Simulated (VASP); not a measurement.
A run of VASP 6.6.1:

Contents of INCAR:

```
PREC = Accurate ; ENCUT = 600
EDIFF = 1E-6 ; ISMEAR = -1
SIGMA = 0.02 ; LREAL = False
LASPH = True ; NELM = 100
ALGO = Normal ; ISIF = 3
LWAVE = False ; LCHARG = False
GGA = PE ; IBRION = 2
NSW = 80 ; EDIFFG = -0.005
```

Contents of KPOINTS:

```
regular mesh
0
Gamma
  6 6 6
```

The input POSCAR:

```
BeTe
1.0
    3.9668067241      0.0000000000      0.0000000000
   -1.9834033621      3.4353553950      0.0000000000
    0.0000000000      0.0000000000      4.9582449000
Be Te
2 2
Direct
    0.3333333333      0.6666666667      0.2500000000
    0.6666666667      0.3333333333      0.7500000000
    0.6666666667      0.3333333333      0.2500000000
    0.3333333333      0.6666666667      0.7500000000
```

Potentials or basis: VASP PAW PBE potentials, release 64 (Be, Te).

Command:

```sh
$ cat potpaw_PBE.64/Be/POTCAR potpaw_PBE.64/Te/POTCAR > POTCAR
$ mpirun -np 1 vasp_std > vasp.out
```

Hardware: 1 thread of Intel(R) Xeon(R) Platinum 8259CL CPU @ 2.50GHz (Skylake/Cascade Lake), on a shared host.

Question: How long does it take, and how much memory?

Answer: It took 3.4 min on 1 thread of Intel(R) Xeon(R) Platinum 8259CL CPU @ 2.50GHz (Skylake/Cascade Lake), on a shared host, peak memory 0.21 GiB. Counts: scf iterations 112, k points 28, ion steps 12.
